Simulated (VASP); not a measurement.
Write the native input for VASP 6.6.1 that does the following.

* Task: relaxation of cell and atoms
* Functional: LDA
* Potentials or basis: VASP PAW LDA potentials, release 64 (Hf_pv, Zn)
* Cutoff: 600 eV
* k mesh: 6 × 6 × 6
* Occupations: gaussian, width 0.1 eV
* Spin: no spin polarisation
* Dipole correction: no
* Further INCAR settings: ALGO = Normal; EDIFF = 1e-07; IBRION = 2; EDIFFG = -0.02; NSW = 80; ISIF = 3

The structure of HfZn lies in POSCAR:

```
HfZn
1.0
    3.2751050000      0.0000000000      0.0000000000
    0.0000000000      3.2751050000      0.0000000000
    0.0000000000      0.0000000000      3.2751050000
Hf Zn
1 1
Direct
    0.5000000000      0.5000000000      0.5000000000
    0.0000000000      0.0000000000      0.0000000000
```

One way to write it, as run:

INCAR

```
SYSTEM = HfZn
PREC     = Accurate       ! precision mode
ENCUT    = 600            ! plane-wave cutoff, eV
EDIFF    = 1E-7           ! SCF threshold, eV
ISMEAR   = 0              ! smearing method
SIGMA    = 0.1            ! smearing width, eV
LREAL    = .FALSE.        ! projectors in reciprocal space
LASPH    = .TRUE.         ! aspherical terms in the spheres
NELM     = 100            ! most SCF steps
ALGO     = Normal         ! electronic algorithm
ISIF     = 3              ! what is computed and relaxed
LWAVE    = .FALSE.        ! write WAVECAR
LCHARG   = .FALSE.        ! write CHGCAR
GGA      = CA             ! functional
IBRION   = 2              ! ionic algorithm
NSW      = 80             ! ionic steps
EDIFFG   = -0.02          ! ionic threshold
```

KPOINTS

```
regular mesh
0
G
  6 6 6
  0 0 0
```

Potentials or basis: VASP PAW LDA potentials, release 64 (Hf_pv, Zn).

The run is started by

```console
$ cat potpaw_LDA.64/Hf_pv/POTCAR potpaw_LDA.64/Zn/POTCAR > POTCAR
$ mpirun -np 1 vasp_std > vasp.out
```

It gave:

The relaxed volume is 16.72 Å³/atom, the relaxed cell is a = 3.222 Å, b = 3.222 Å, c = 3.222 Å, α = 90.00°, β = 90.00°, γ = 90.00° and the space group after relaxing (to 0.05 Å) is Pm-3m (No. 221). The energy gained by relaxing is 17.2 meV/atom. The ionic steps are 3, the pressure after relaxing is 0.0 GPa and the band gap on the k mesh is zero (band 11 reaches 4.48 eV, above the bottom of band 12 at 4.12 eV).

Caveat: spin-orbit coupling is left out, which moves the levels of the heavy elements.

Run time: 32 s on 1 thread of Intel(R) Xeon(R) Platinum 8488C (Sapphire Rapids), on a shared host, peak memory 0.16 GiB.
